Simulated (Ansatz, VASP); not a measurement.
## GeAs5 in VASP and in Ansatz

```
CELL_PARAMETERS angstrom
5.30322 0.00000 0.00000
0.00000 5.30322 0.00000
0.00000 0.00000 5.00676
ATOMIC_POSITIONS crystal
Ge 0.00000 0.00000 0.50000
As 0.00000 0.50000 0.50000
As 0.50000 0.00000 0.50000
As 0.50000 0.50000 0.50000
As 0.50000 0.50000 0.00000
As 0.00000 0.00000 0.00000
```

Alike in both runs: functional PBE; k mesh 4 × 4 × 4; occupations gaussian, width 0.1 eV; no spin polarisation.

Ansatz relaxed the structure, and its values are those at the end. VASP's run is a single point on that final structure, the one shown.

|  | VASP | Ansatz |
| --- | --- | --- |
| version | VASP 6.6.1 | Ansatz 0.2.0 |
| potentials or method | VASP PAW PBE potentials, release 64 (Ge_d, As), cutoff 520 eV | scalar-relativistic, plane waves, PAW |
| valence electrons in the cell | 39 | 89 |

|  | VASP | Ansatz | Ansatz less VASP |
| --- | --- | --- | --- |
| gap on the k mesh at the Fermi level (eV) | none | none | - |
| pressure (GPa) | 0.1 | 0.0 | -0.11 |

A gap of «none» marks a metal or a gap that the smearing closes. With one functional, cell and mesh, what is left measures potentials, basis and numerics. VASP's potentials hold 39 valence electrons a cell and Ansatz's 89, so a difference there can come from the potentials and not from the codes.
